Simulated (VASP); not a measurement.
Set up this calculation in VASP 6.6.1, as the native input.

```
Task                   : single point
Functional             : PBEsol
Potentials or basis    : VASP PAW PBE potentials, release 64 (Rh_pv)
Cutoff                 : 520 eV
k mesh                 : 24 × 24 × 6
Occupations            : gaussian, width 0.1 eV
Spin                   : no spin polarisation
Dipole correction      : no
Further INCAR settings : ALGO = Fast; EDIFF = 1e-06; NBANDS = 38
```

The structure of Rh lies in POSCAR:

```
Rh
1.0
    2.5951682969      0.0000000000      0.0000000000
   -1.2975841484      2.2474816722      0.0000000000
    0.0000000000      0.0000000000      8.8935395192
Rh
4
Direct
    0.0000000000      0.0000000000      0.0000000000
    0.3333333333      0.6666666667      0.2500000000
    0.0000000000      0.0000000000      0.5000000000
    0.6666666667      0.3333333333      0.7500000000
```

This isn't the form of Rh at room conditions, which is fcc.

This cell differs from its parent crystal: biaxial strain in the a-b plane: -3.0 %, then relaxed in part.

The input as run:

INCAR

```
  PREC = Accurate
  ENCUT = 520
  EDIFF = 1E-6
  ISMEAR = 0
  SIGMA = 0.1
  LREAL = F
  LASPH = T
  NELM = 80
  ALGO = Fast
  ISIF = 2
  LWAVE = F
  LCHARG = F
  GGA = PS
  NBANDS = 38
```

KPOINTS

```
Automatic mesh
0
Gamma
  24 24 6
```

Potentials or basis: VASP PAW PBE potentials, release 64 (Rh_pv).

The run is started by

```console
$ cat potpaw_PBE.64/Rh_pv/POTCAR > POTCAR
$ mpirun -np 1 vasp_std > vasp.out
```

Results of the run:

```
Pressure               : 14.8 GPa
Band gap on the k mesh : zero (bands 30 and 31 overlap by 2.27 eV)
```

Caveat: the cell differs from its parent crystal (biaxial strain in the a-b plane: -3.0 %, then relaxed in part); the cell stands under pressure; the PAW data sets were made with another functional, which shifts forces and pressure a little.

Run time: 4.7 min on 1 thread of Intel(R) Xeon(R) 6975P-C (Granite Rapids) (shared host), peak memory 0.42 GiB.
